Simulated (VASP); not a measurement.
A run of VASP 6.6.1:

The input INCAR:

```
  PREC = Accurate
  ENCUT = 520
  EDIFF = 1E-6
  ISMEAR = -1
  SIGMA = 0.05
  LREAL = False
  LASPH = True
  NELM = 150
  ALGO = Normal
  ISIF = 2
  LWAVE = False
  LCHARG = True
  ISPIN = 2
  MAGMOM = 1 1 1 0
  LORBIT = 11
  LMAXMIX = 4
  GGA = CA
  LELF = True
  LVHAR = True
  NBANDS = 28
```

Contents of KPOINTS:

```
regular mesh
0
Gamma
  8 8 8
```

Contents of POSCAR:

```
AlNi3
1.0
    0.0000000000      2.8387599407      2.8387599407
    2.8387599407      0.0000000000      2.8387599407
    2.8387599407      2.8387599407      0.0000000000
Ni Al
3 1
Direct
    0.7500000000      0.7500000000      0.7500000000
    0.0000000000      0.0000000000      0.0000000000
    0.2500000000      0.2500000000      0.2500000000
    0.5000000000      0.5000000000      0.5000000000
```

Potentials or basis: VASP PAW LDA potentials, release 64 (Ni, Al).

Launch:

```console
$ cat potpaw_LDA.64/Ni/POTCAR potpaw_LDA.64/Al/POTCAR > POTCAR
$ mpirun -np 1 vasp_std > vasp.out
```

Hardware: 1 thread of Intel(R) Xeon(R) 6975P-C (Granite Rapids), on a shared host.

**Question.** How long does it take, and how much memory?

**Answer.** Wall time 51 s on 1 thread of Intel(R) Xeon(R) 6975P-C (Granite Rapids), on a shared host, peak memory 0.19 GiB. Counts: scf iterations 16, k points 29.
